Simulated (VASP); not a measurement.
# Be3S5 (P4mm) in VASP: single point with PBE

Aim: the single point of Be3S5 with PBE.

All numbers are computed with VASP 6.6.1; they aren't measurements. Logs are shortened: lines on timing, memory, paths and dates and some standing lists are left out, and cuts for length are marked.

## (1) The cell of the first run

The structure is tetragonal, space group P4mm (No. 99). Conventional cell: a = 6.014 Å, b = 6.014 Å, c = 4.955 Å, α = 90.00°, β = 90.00°, γ = 90.00°. Be (site symmetry 2mm) has 4 S at 2.13 Å within 2.8 Å. Be (site symmetry 4mm) has 5 S at 2.04 to 2.21 Å within 2.7 Å. Within 2.8 Å of S (site symmetry m) lie 3 Be at 2.13 to 2.21 Å. S (site symmetry 4mm) has 1 Be at 2.04 Å within 2.7 Å.

## (2) Single point, PBE

Contents of INCAR:

```
SYSTEM = Be3S5
PREC = Accurate ; ENCUT = 600
EDIFF = 1E-6 ; ISMEAR = 0
SIGMA = 0.2 ; LREAL = .FALSE.
LASPH = .TRUE. ; NELM = 120
ALGO = Normal ; ISIF = 2
LWAVE = .FALSE. ; LCHARG = .FALSE.
GGA = PE ; NBANDS = 28
GGA_COMPAT = .FALSE.
```

Contents of KPOINTS:

```
Automatic mesh
0
G
  3 3 4
  0 0 0
```

Contents of POSCAR:

```
Be3S5
1.0
    6.0135843869      0.0000000000      0.0000000000
    0.0000000000      6.0135843869      0.0000000000
    0.0000000000      0.0000000000      4.9545394431
Be S
3 5
Direct
    0.5000000000      0.0000000000     -0.0424803219
    0.0000000000      0.5000000000     -0.0424803219
    0.0000000000      0.0000000000      0.7755575917
    0.7582021159      0.7582021159      0.9370847385
    0.2417978841      0.2417978841      0.9370847385
    0.2417978841      0.7582021159      0.9370847385
    0.7582021159      0.2417978841      0.9370847385
    0.0000000000      0.0000000000      0.3638494282
```

Potentials or basis: VASP PAW PBE potentials, release 64 (Be, S).

The run is started by

```sh
$ cat potpaw_PBE.64/Be/POTCAR potpaw_PBE.64/S/POTCAR > POTCAR
$ mpirun -np 1 vasp_std > vasp.out
```

OUTCAR:

```text
SYSTEM = Be3S5
   PREC = Accurate
   ENCUT = 600
   EDIFF = 1E-6
   ISMEAR = 0
   LREAL = .FALSE.
   LASPH = .TRUE.
   NELM = 120
   ISIF = 2
   GGA = PE

 ion  position               nearest neighbor table
   1  0.500  0.000  0.958-   4 2.13   5 2.13   6 2.13   7 2.13
   2  0.000  0.500  0.958-   4 2.13   5 2.13   6 2.13   7 2.13
   3  0.000  0.000  0.776-   8 2.04   5 2.21   6 2.21   7 2.21   4 2.21
   4  0.758  0.758  0.937-   1 2.13   2 2.13   3 2.21
   5  0.242  0.242  0.937-   1 2.13   2 2.13   3 2.21
   6  0.242  0.758  0.937-   1 2.13   2 2.13   3 2.21
   7  0.758  0.242  0.937-   1 2.13   2 2.13   3 2.21
   8  0.000  0.000  0.364-   3 2.04

  LATTYP: Found a simple tetragonal cell.
 ALAT       =     6.0135843869
 C/A-ratio  =     0.8238912310

  Lattice vectors:

 A1 = (   6.0135843869,   0.0000000000,   0.0000000000)
 A2 = (   0.0000000000,   6.0135843869,   0.0000000000)
 A3 = (   0.0000000000,   0.0000000000,   4.9545394431)

Analysis of symmetry for initial positions (statically):
=====================================================================
 Subroutine PRICEL returns:
 Original cell was already a primitive cell.

 Routine SETGRP: Setting up the symmetry group for a
 simple tetragonal supercell.

 Subroutine GETGRP returns: Found  8 space group operations
 (whereof  8 operations were pure point group operations)
 out of a pool of 16 trial point group operations.

The static configuration has the point symmetry C_4v.

Analysis of symmetry for dynamics (positions and initial velocities):
=====================================================================
 Subroutine PRICEL returns:
 Original cell was already a primitive cell.

 Routine SETGRP: Setting up the symmetry group for a
 simple tetragonal supercell.

 Subroutine GETGRP returns: Found  8 space group operations
 (whereof  8 operations were pure point group operations)
 out of a pool of 16 trial point group operations.

The dynamic configuration has the point symmetry C_4v.

 Subroutine INISYM returns: Found  8 space group operations
 (whereof  8 operations are pure point group operations),
 and found     1 'primitive' translations

----------------------------------------------------------------------------------------

                                     Primitive cell

  volume of cell :     179.1720

  direct lattice vectors                    reciprocal lattice vectors
     6.013584387  0.000000000  0.000000000     0.166290175  0.000000000  0.000000000
     0.000000000  6.013584387  0.000000000     0.000000000  0.166290175  0.000000000
     0.000000000  0.000000000  4.954539443     0.000000000  0.000000000  0.201835107

  length of vectors
     6.013584387  6.013584387  4.954539443     0.166290175  0.166290175  0.201835107

  position of ions in fractional coordinates (direct lattice)
     0.500000000  0.000000000  0.957519678
     0.000000000  0.500000000  0.957519678
     0.000000000  0.000000000  0.775557592
     0.758202116  0.758202116  0.937084738
     0.241797884  0.241797884  0.937084738
     0.241797884  0.758202116  0.937084738
     0.758202116  0.241797884  0.937084738
     0.000000000  0.000000000  0.363849428

  ion indices of the primitive-cell ions
   primitive index   ion index
                 1           1
                 2           2
                 3           3
                 4           4
                 5           5
                 6           6
                 7           7
                 8           8

----------------------------------------------------------------------------------------

 KPOINTS: Automatic mesh

Automatic generation of k-mesh.
 Grid dimensions read from file:
 generate k-points for:    3    3    4

 Generating k-lattice:

  Cartesian coordinates                     Fractional coordinates (reciprocal lattice)
     0.055430058  0.000000000  0.000000000     0.333333333  0.000000000  0.000000000
     0.000000000  0.055430058  0.000000000     0.000000000  0.333333333  0.000000000
     0.000000000  0.000000000  0.050458777     0.000000000  0.000000000  0.250000000

  Length of vectors
     0.055430058  0.055430058  0.050458777

  Shift w.r.t. Gamma in fractional coordinates (k-lattice)
     0.000000000  0.000000000  0.000000000

 Subroutine IBZKPT returns following result:
 ===========================================

 Found      9 irreducible k-points:

 Following reciprocal coordinates:
            Coordinates               Weight
  0.000000  0.000000  0.000000      1.000000
  0.333333  0.000000  0.000000      4.000000
  0.333333  0.333333  0.000000      4.000000
  0.000000  0.000000  0.250000      2.000000
  0.333333  0.000000  0.250000      8.000000
  0.333333  0.333333  0.250000      8.000000
  0.000000  0.000000  0.500000      1.000000
  0.333333  0.000000  0.500000      4.000000
  0.333333  0.333333  0.500000      4.000000
   k-points           NKPTS =      9   k-points in BZ     NKDIM =      9   number of bands    NBANDS=     28
   number of dos      NEDOS =    301   number of ions     NIONS =      8
   total plane-waves  NPLWV =  92160
   dimension x,y,z NGX =    48 NGY =   48 NGZ =   40
   dimension x,y,z NGXF=    96 NGYF=   96 NGZF=   80
   ions per type =               3   5
   NGX,Y,Z   is equivalent  to a cutoff of  13.27, 13.27, 13.42 a.u.
   NGXF,Y,Z  is equivalent  to a cutoff of  26.54, 26.54, 26.84 a.u.
 SYSTEM =  Be3S5
   PREC   = accura    normal or accurate (medium, high low for compatibility)
   ISTART =      0    job   : 0-new  1-cont  2-samecut
   ICHARG =      2    charge: 1-file 2-atom 10-const
   ISPIN  =      1    spin polarized calculation?
   LNONCOLLINEAR =      F non collinear calculations
   LSORBIT =      F    spin-orbit coupling
   LASPH  =      T    aspherical Exc in radial PAW
   ENCUT  =  600.0 eV  44.10 Ry    6.64 a.u.  12.01 12.01  9.90*2*pi/ulx,y,z
   NELM   =    120;   NELMIN=  2; NELMDL= -5     # of ELM steps
   EDIFF  = 0.1E-05   stopping-criterion for ELM
   LREAL  =      F    real-space projection
   EDIFFG = 0.1E-04   stopping-criterion for IOM
   NSW    =      0    number of steps for IOM
   IBRION =     -1    ionic relax: 0-MD 1-quasi-New 2-CG
   NFREE  =      0    steps in history (QN), initial steepest desc. (CG)
   ISIF   =      2    stress and relaxation
   ISYM   =      2    0-nonsym 1-usesym 2-fastsym
   POTIM  = 0.5000    time-step for ionic-motion
   TEBEG  =    0.0;   TEEND  =   0.0 temperature during run
   PSTRESS=    0.0 pullay stress
   NELECT =      36.0000    total number of electrons
   NUPDOWN=      -1.0000    fix difference up-down
   EMIN   =  10.00;   EMAX   =-10.00  energy-range for DOS
   EFERMI =   0.00;   METHOD = LEGACY
   ISMEAR =     0;   SIGMA  =   0.20  broadening in eV -4-tet -1-fermi 0-gaus
   EFERMI_NEDOS =   21; number of points for ismear=-14 and -15
   IALGO  =     38    algorithm
   IMIX   =      4    mixing-type and parameters
     AMIX     =   0.40;   BMIX     =  1.00
     AMIX_MAG =   1.60;   BMIX_MAG =  1.00
  volume/ion in A,a.u.               =      22.40       151.14
  Fermi-wavevector in a.u.,A,eV,Ry     =   0.958854  1.811971 12.509199  0.919400
  Thomas-Fermi vector in A             =   2.087998
   LORBIT       =      0    0 simple, 1 ext, 2 COOP (PROOUT), +10 PAW based schemes
   GGA     = PE    functional components
   LHFCALC =     F    Hartree Fock is set to
   AEXX    =    0.0000 exact exchange contribution
   IVDW    =     0    specifies the selected vdW correction
   LEPSILON=     F    determine dielectric tensor
   LRPA    =     F    only Hartree local field effects (RPA)
 non-spin polarized calculation
 Gauss-broadening in eV      SIGMA  =   0.20
  energy-cutoff  :      600.00
  volume of cell :      179.17
 maximum number of plane-waves:      5994
   NGX = 25   NGY = 25   NGZ = 19

 number of electron      36.0000003 magnetization

 Free energy of the ion-electron system (eV)
  ---------------------------------------------------
  ext. energy  EPLUGINS =         0.00000000
  ---------------------------------------------------
  free energy    TOTEN  =       -31.12329740 eV

  energy without entropy =      -31.03868448  energy(sigma->0) =      -31.08099094

 E-fermi :   1.6379     XC(G=0):  -7.7993

 val. band max:        1.6117580240   @ k =   0.3333   0.3333   0.2500
 cond. band min:       1.6877498368   @ k =   0.0000   0.0000   0.0000
 fundamental gap:      0.0759918127
 Fermi energy:         1.6379121726

 k-point     1 :       0.0000    0.0000    0.0000
  band No.  band energies     occupation
      1     -12.5418      2.00000
      2     -10.8960      2.00000
      3     -10.8960      2.00000
      4      -9.7341      2.00000
      5      -9.1591      2.00000
      6      -5.1752      2.00000
[... 20 lines left out ...]
     27       8.0730      0.00000
     28       8.0732      0.00000

 k-point     2 :       0.3333    0.0000    0.0000
  band No.  band energies     occupation
      1     -12.3345      2.00000
      2     -11.3190      2.00000
      3     -10.6305      2.00000
      4      -9.6615      2.00000
      5      -9.6517      2.00000
      6      -4.6888      2.00000
[... 20 lines left out ...]
     27       8.2814      0.00000
     28       8.5563      0.00000

 k-point     3 :       0.3333    0.3333    0.0000
  band No.  band energies     occupation
      1     -12.1308      2.00000
      2     -11.0965      2.00000
      3     -11.0377      2.00000
      4     -10.1320      2.00000
      5      -9.5443      2.00000
      6      -3.9456      2.00000
[... 20 lines left out ...]
     27       8.3544      0.00000
     28       8.4364      0.00000

 k-point     4 :       0.0000    0.0000    0.2500
  band No.  band energies     occupation
      1     -12.4639      2.00000
      2     -10.8821      2.00000
      3     -10.8821      2.00000
      4      -9.9013      2.00000
      5      -9.1519      2.00000
      6      -5.1541      2.00000
[... 20 lines left out ...]
     27       8.1539      0.00000
     28       8.1539      0.00000

 k-point     5 :       0.3333    0.0000    0.2500
  band No.  band energies     occupation
      1     -12.2483      2.00000
      2     -11.2980      2.00000
      3     -10.6162      2.00000
      4      -9.8477      2.00000
      5      -9.6531      2.00000
      6      -4.7074      2.00000
[... 20 lines left out ...]
     27       8.6587      0.00000
     28       8.6744      0.00000

 k-point     6 :       0.3333    0.3333    0.2500
  band No.  band energies     occupation
      1     -12.0345      2.00000
      2     -11.0695      2.00000
      3     -11.0224      2.00000
      4     -10.1227      2.00000
      5      -9.7733      2.00000
      6      -3.9293      2.00000
[... 20 lines left out ...]
     27       8.4207      0.00000
     28       9.1246      0.00000

 k-point     7 :       0.0000    0.0000    0.5000
  band No.  band energies     occupation
      1     -12.3767      2.00000
      2     -10.8680      2.00000
      3     -10.8680      2.00000
      4     -10.0749      2.00000
      5      -9.1447      2.00000
      6      -5.1326      2.00000
[... 20 lines left out ...]
     27       8.2081      0.00000
     28       8.6009      0.00000

 k-point     8 :       0.3333    0.0000    0.5000
  band No.  band energies     occupation
      1     -12.1506      2.00000
      2     -11.2735      2.00000
      3     -10.6018      2.00000
      4     -10.0540      2.00000
      5      -9.6446      2.00000
      6      -4.7192      2.00000
[... 20 lines left out ...]
     27       8.8441      0.00000
     28       8.9763      0.00000

 k-point     9 :       0.3333    0.3333    0.5000
  band No.  band energies     occupation
      1     -11.9234      2.00000
      2     -11.0331      2.00000
      3     -11.0069      2.00000
      4     -10.1150      2.00000
      5     -10.0174      2.00000
      6      -3.9127      2.00000
[... 20 lines left out ...]
     27       8.7293      0.00000
     28       9.2953      0.00000

------------------------ aborting loop because EDIFF is reached ----------------------------------------

  FORCE on cell =-STRESS in cart. coord.  units (eV):
  Direction    XX          YY          ZZ          XY          YZ          ZX
  --------------------------------------------------------------------------------------
  -------------------------------------------------------------------------------------
  Total        0.1695277      0.1695277      0.0560960      0.0000000      0.0000000      0.0000000
  in kB        1.5159373      1.5159373      0.5016176      0.0000000      0.0000000      0.0000000
  external PRESSURE =       1.1778307 kB  Pullay stress =       0.0000000 kB

 VOLUME and BASIS-vectors are now :
 -----------------------------------------------------------------------------
  energy-cutoff  :      600.00
  volume of cell :      179.17
      direct lattice vectors                 reciprocal lattice vectors
     6.013584387  0.000000000  0.000000000     0.166290175  0.000000000  0.000000000
     0.000000000  6.013584387  0.000000000     0.000000000  0.166290175  0.000000000
     0.000000000  0.000000000  4.954539443     0.000000000  0.000000000  0.201835107

 POSITION                                       TOTAL-FORCE (eV/Angst)
 -----------------------------------------------------------------------------------
      3.00679      0.00000      4.74407         0.000000     -0.000000      0.011772
      0.00000      3.00679      4.74407         0.000000     -0.000000      0.011772
      0.00000      0.00000      3.84253         0.000000     -0.000000     -0.063984
      4.55951      4.55951      4.64282        -0.021175     -0.021175     -0.006974
      1.45407      1.45407      4.64282         0.021175      0.021175     -0.006974
      1.45407      4.55951      4.64282         0.021175     -0.021175     -0.006974
      4.55951      1.45407      4.64282        -0.021175      0.021175     -0.006974
      0.00000      0.00000      1.80271        -0.000000     -0.000000      0.068338
 -----------------------------------------------------------------------------------
    total drift:                               -0.000000      0.000000     -0.000214

  FREE ENERGIE OF THE ION-ELECTRON SYSTEM (eV)
  ---------------------------------------------------
  free  energy   TOTEN  =       -31.1232974008 eV

  energy  without entropy=      -31.0386844784  energy(sigma->0) =      -31.08099094
```

Run time: 30 s. Hardware: 1 thread of Intel Xeon 6975P-C (Granite Rapids), shared host; peak memory 0.28 GiB.

Results:

- Free energy: -31.1233 eV
- Pressure: 0.1 GPa
- Largest force: 0.068 eV/Å
- Band gap on the k mesh: zero (band 18 reaches 2.05 eV, above the bottom of band 19 at 1.32 eV)

Forces in eV/Å, atoms in the order of the input:
```
Be   0.000  0.000  0.012
Be   0.000  0.000  0.012
Be   0.000  0.000 -0.064
S   -0.021 -0.021 -0.007
S    0.021  0.021 -0.007
S    0.021 -0.021 -0.007
S   -0.021  0.021 -0.007
S    0.000  0.000  0.068
```

Levels at points of the mesh, in eV from the Fermi level:
| k point | band 16 | band 17 | band 18 | band 19 | band 20 | band 21 |
| --- | --- | --- | --- | --- | --- | --- |
| (0.00, 0.00, 0.00) | -0.45 | 0.05 | 0.05 | 0.47 | 1.32 | 1.88 |
| (0.00, 0.00, 0.50) | -0.68 | 0.41 | 0.41 | 0.48 | 1.34 | 1.70 |
